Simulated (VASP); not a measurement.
# MgS (so) (Immm) in VASP: single point with PBEsol

Aim: the single point of MgS (so) with PBEsol.

Everything below comes from runs of VASP 6.6.1. Logs are shortened: lines on timing, memory, paths and dates and some standing lists are left out, and cuts for length are marked.

### Step 1. The cell of the first run

It takes space group Immm (No. 71, orthorhombic). Conventional cell: a = 3.657 Å, b = 3.701 Å, c = 5.172 Å, α = 90.00°, β = 90.00°, γ = 90.00°. Within 3.4 Å of Mg (site symmetry mmm) lie 6 S at 2.59 to 2.60 Å. S (site symmetry mmm) has 6 Mg at 2.59 to 2.60 Å within 3.4 Å.

### Step 2. Single point, PBEsol, non-collinear spin, zero start, spin-orbit coupling

Input file INCAR:

```
ALGO = Normal
EDIFF = 1E-6
ENCUT = 600
GGA = PS
GGA_COMPAT = False
ISIF = 2
ISMEAR = 0
LASPH = True
LCHARG = False
LORBIT = 11
LORBMOM = True
LREAL = False
LSORBIT = True
LWAVE = False
MAGMOM = 0 0 0 0 0 0
NBANDS = 20
NELM = 200
PREC = Accurate
SIGMA = 0.01
```

Input file KPOINTS:

```
k-points
0
Gamma
  6 6 6
```

Input file POSCAR:

```
MgS
1.0
    0.0157281128      2.6014950436      2.5858117486
    2.6014950436      0.0157281128      2.5858117486
    2.6172231564      2.6172231564      0.0000000000
Mg S
1 1
Direct
    0.0000000000      0.0000000000      0.0000000000
    0.5000000000      0.5000000000      0.5000000000
```

Potentials or basis: VASP PAW PBE potentials, release 64 (Mg, S).

The run is started by

```
$ cat potpaw_PBE.64/Mg/POTCAR potpaw_PBE.64/S/POTCAR > POTCAR
$ mpirun -np 1 vasp_ncl > vasp.out
```

OUTCAR:

```text
EDIFF = 1E-6
   ENCUT = 600
   GGA = PS
   ISIF = 2
   ISMEAR = 0
   LASPH = True
   LORBIT = 11
   LREAL = False
   LSORBIT = True
   NELM = 200
   PREC = Accurate

 ion  position               nearest neighbor table
   1  0.000  0.000  0.000-   2 2.59   2 2.59   2 2.60   2 2.60   2 2.60   2 2.60
   2  0.500  0.500  0.500-   1 2.59   1 2.59   1 2.60   1 2.60   1 2.60   1 2.60

  LATTYP: Found a body centered orthorhombic cell.
 ALAT       =     3.6568266627
 B/A-ratio  =     1.0121651434
 C/A-ratio  =     1.4142380742

  Lattice vectors:

 A1 = (   2.6014950436,   0.0157281128,  -2.5858117486)
 A2 = (  -2.6014950436,  -0.0157281128,  -2.5858117486)
 A3 = (   0.0157281128,   2.6014950436,   2.5858117486)

Analysis of symmetry for initial positions (statically):
=====================================================================
 Subroutine PRICEL returns:
 Original cell was already a primitive cell.

 Routine SETGRP: Setting up the symmetry group for a
 body centered orthorhombic supercell.

 Subroutine GETGRP returns: Found  8 space group operations
 (whereof  8 operations were pure point group operations)
 out of a pool of  8 trial point group operations.

The static configuration has the point symmetry D_2h.

Analysis of symmetry for dynamics (positions and initial velocities):
=====================================================================
 Subroutine PRICEL returns:
 Original cell was already a primitive cell.

 Routine SETGRP: Setting up the symmetry group for a
 body centered orthorhombic supercell.

 Subroutine GETGRP returns: Found  8 space group operations
 (whereof  8 operations were pure point group operations)
 out of a pool of  8 trial point group operations.

The dynamic configuration has the point symmetry D_2h.

Analysis of structural, dynamic, and magnetic symmetry:
=====================================================================
 Subroutine PRICEL returns:
 Original cell was already a primitive cell.

 Routine SETGRP: Setting up the symmetry group for a
 body centered orthorhombic supercell.

 Subroutine GETGRP returns: Found  8 space group operations
 (whereof  8 operations were pure point group operations)
 out of a pool of  8 trial point group operations.

The overall configuration has the point symmetry D_2h.

 Subroutine INISYM returns: Found  8 space group operations
 (whereof  8 operations are pure point group operations),
 and found     1 'primitive' translations

----------------------------------------------------------------------------------------

                                     Primitive cell

  volume of cell :      34.9991

  direct lattice vectors                    reciprocal lattice vectors
     0.015728113  2.601495044  2.585811749    -0.193366229  0.193366229  0.193362877
     2.601495044  0.015728113  2.585811749     0.193366229 -0.193366229  0.193362877
     2.617223156  2.617223156  0.000000000     0.191042173  0.191042173 -0.193362877

  length of vectors
     3.668030294  3.668030294  3.701312484     0.334918198  0.334918198  0.332240013

  position of ions in fractional coordinates (direct lattice)
     0.000000000  0.000000000  0.000000000
     0.500000000  0.500000000  0.500000000

  ion indices of the primitive-cell ions
   primitive index   ion index
                 1           1
                 2           2

----------------------------------------------------------------------------------------

 KPOINTS: k-points

Automatic generation of k-mesh.
 Grid dimensions read from file:
 generate k-points for:    6    6    6

 Generating k-lattice:

  Cartesian coordinates                     Fractional coordinates (reciprocal lattice)
    -0.032227705  0.032227705  0.032227146     0.166666667 -0.000000000  0.000000000
     0.032227705 -0.032227705  0.032227146    -0.000000000  0.166666667  0.000000000
[... 101 lines left out ...]

 Free energy of the ion-electron system (eV)
  ---------------------------------------------------
  ext. energy  EPLUGINS =         0.00000000
  ---------------------------------------------------
  free energy    TOTEN  =        -9.07168941 eV

  energy without entropy =       -9.07168941  energy(sigma->0) =       -9.07168941

 E-fermi :   3.8772     XC(G=0):  -9.8619

 val. band max:        3.8118998890   @ k =   0.0000   0.0000   0.0000
 cond. band min:       6.4217948715   @ k =   0.5000   0.5000   0.0000
 fundamental gap:      2.6098949825
 Fermi energy:         3.8772249774

 k-point     1 :       0.0000    0.0000    0.0000
  band No.  band energies     occupation
      1      -8.9855      1.00000
      2      -8.9855      1.00000
      3       3.6547      1.00000
      4       3.6547      1.00000
      5       3.7349      1.00000
      6       3.7349      1.00000
[... 541 lines left out ...]
     19      18.4701      0.00000
     20      18.4701      0.00000

 [... further k-points ...]

------------------------ aborting loop because EDIFF is reached ----------------------------------------

  FORCE on cell =-STRESS in cart. coord.  units (eV):
  Direction    XX          YY          ZZ          XY          YZ          ZX
  --------------------------------------------------------------------------------------
  -------------------------------------------------------------------------------------
  Total       -0.1773341     -0.1773341     -0.0368355     -0.1410916      0.0000000      0.0000000
  in kB       -8.1179392     -8.1179392     -1.6862430     -6.4588445      0.0000000      0.0000000
  external PRESSURE =      -5.9740405 kB  Pullay stress =       0.0000000 kB

 VOLUME and BASIS-vectors are now :
 -----------------------------------------------------------------------------
  energy-cutoff  :      600.00
  volume of cell :       35.00
      direct lattice vectors                 reciprocal lattice vectors
     0.015728113  2.601495044  2.585811749    -0.193366229  0.193366229  0.193362877
     2.601495044  0.015728113  2.585811749     0.193366229 -0.193366229  0.193362877
     2.617223156  2.617223156  0.000000000     0.191042173  0.191042173 -0.193362877

 POSITION                                       TOTAL-FORCE (eV/Angst)
 -----------------------------------------------------------------------------------
      0.00000      0.00000      0.00000        -0.000000      0.000000      0.000000
      2.61722      2.61722      2.58581         0.000000     -0.000000     -0.000000
 -----------------------------------------------------------------------------------
    total drift:                                0.000000      0.000000      0.000000

  FREE ENERGIE OF THE ION-ELECTRON SYSTEM (eV)
  ---------------------------------------------------
  free  energy   TOTEN  =        -9.0716894057 eV

  energy  without entropy=       -9.0716894057  energy(sigma->0) =       -9.07168941

 orbital moment (x)

 # of ion     p       d       tot
 ----------------------------------------
  1        -0.000  -0.000  -0.000
  2         0.000   0.000   0.000
 ----------------------------------------
            0.000  -0.000   0.000

 orbital moment (y)

 # of ion     p       d       tot
 ----------------------------------------
  1         0.000   0.000   0.000
  2         0.000   0.000   0.000
 ----------------------------------------
            0.000   0.000   0.000

 orbital moment (z)

 # of ion     p       d       tot
 ----------------------------------------
  1         0.000   0.000   0.000
  2         0.000   0.000   0.000
 ----------------------------------------
            0.000   0.000   0.000

 Spin-Orbit-Coupling matrix elements

 Ion:    1  E_soc:     -0.0000352
 l=   1
     0.0000000    -0.0000059    -0.0000058
    -0.0000059     0.0000000    -0.0000059
    -0.0000058    -0.0000059     0.0000000
 l=   2
     0.0000000     0.0000000     0.0000000     0.0000000    -0.0000000
     0.0000000     0.0000000    -0.0000000     0.0000000    -0.0000000
     0.0000000    -0.0000000     0.0000000    -0.0000000     0.0000000
     0.0000000     0.0000000    -0.0000000     0.0000000    -0.0000000
    -0.0000000    -0.0000000     0.0000000    -0.0000000     0.0000000
 l=   3
     0.0000000     0.0000000     0.0000000     0.0000000     0.0000000     0.0000000     0.0000000
     0.0000000     0.0000000     0.0000000     0.0000000     0.0000000     0.0000000     0.0000000
     0.0000000     0.0000000     0.0000000     0.0000000     0.0000000     0.0000000     0.0000000
     0.0000000     0.0000000     0.0000000     0.0000000     0.0000000     0.0000000     0.0000000
     0.0000000     0.0000000     0.0000000     0.0000000     0.0000000     0.0000000     0.0000000
     0.0000000     0.0000000     0.0000000     0.0000000     0.0000000     0.0000000     0.0000000
     0.0000000     0.0000000     0.0000000     0.0000000     0.0000000     0.0000000     0.0000000

 Ion:    2  E_soc:     -0.0016263
 l=   1
     0.0000000    -0.0002710    -0.0002712
    -0.0002710     0.0000000    -0.0002710
    -0.0002712    -0.0002710     0.0000000
 l=   2
     0.0000000     0.0000000     0.0000000     0.0000000     0.0000000
     0.0000000     0.0000000     0.0000000     0.0000000     0.0000000
     0.0000000     0.0000000     0.0000000     0.0000000     0.0000000
     0.0000000     0.0000000     0.0000000     0.0000000     0.0000000
     0.0000000     0.0000000     0.0000000     0.0000000     0.0000000
 l=   3
     0.0000000     0.0000000     0.0000000     0.0000000     0.0000000     0.0000000     0.0000000
     0.0000000     0.0000000     0.0000000     0.0000000     0.0000000     0.0000000     0.0000000
     0.0000000     0.0000000     0.0000000     0.0000000     0.0000000     0.0000000     0.0000000
     0.0000000     0.0000000     0.0000000     0.0000000     0.0000000     0.0000000     0.0000000
     0.0000000     0.0000000     0.0000000     0.0000000     0.0000000     0.0000000     0.0000000
     0.0000000     0.0000000     0.0000000     0.0000000     0.0000000     0.0000000     0.0000000
     0.0000000     0.0000000     0.0000000     0.0000000     0.0000000     0.0000000     0.0000000

 total charge

# of ion       s       p       d       tot
------------------------------------------
    1        0.138   0.130   0.040   0.308
    2        1.308   2.482   0.000   3.790
--------------------------------------------------
tot          1.446   2.612   0.040   4.098

 magnetization (x)

# of ion       s       p       d       tot
------------------------------------------
    1        0.000   0.000   0.000   0.000
    2       -0.000  -0.000   0.000  -0.000
--------------------------------------------------
tot         -0.000  -0.000   0.000  -0.000

 magnetization (y)

# of ion       s       p       d       tot
------------------------------------------
    1        0.000   0.000  -0.000  -0.000
    2        0.000   0.000   0.000   0.000
--------------------------------------------------
tot          0.000   0.000  -0.000   0.000

 magnetization (z)

# of ion       s       p       d       tot
------------------------------------------
    1        0.000  -0.000   0.000   0.000
    2       -0.000  -0.000   0.000  -0.000
--------------------------------------------------
tot         -0.000  -0.000   0.000  -0.000
```

It took 2.6 min on 1 thread of Intel Xeon 8259CL, shared host; peak memory 0.3 GiB.

What came out:

| Quantity | Value |
| --- | --- |
| Free energy | -9.0717 eV |
| Pressure | -0.6 GPa |
| Net moment | 0.00 μB per cell |
| Valence electrons inside the program's atomic spheres | Mg 0.31; S 3.79 |

Moments on the atoms (μB; x, y, z):
```
Mg  0.00 0.00 0.00
S   0.00 0.00 0.00
```

Caveat: the PAW data sets were made with another functional, which shifts forces and pressure a little.
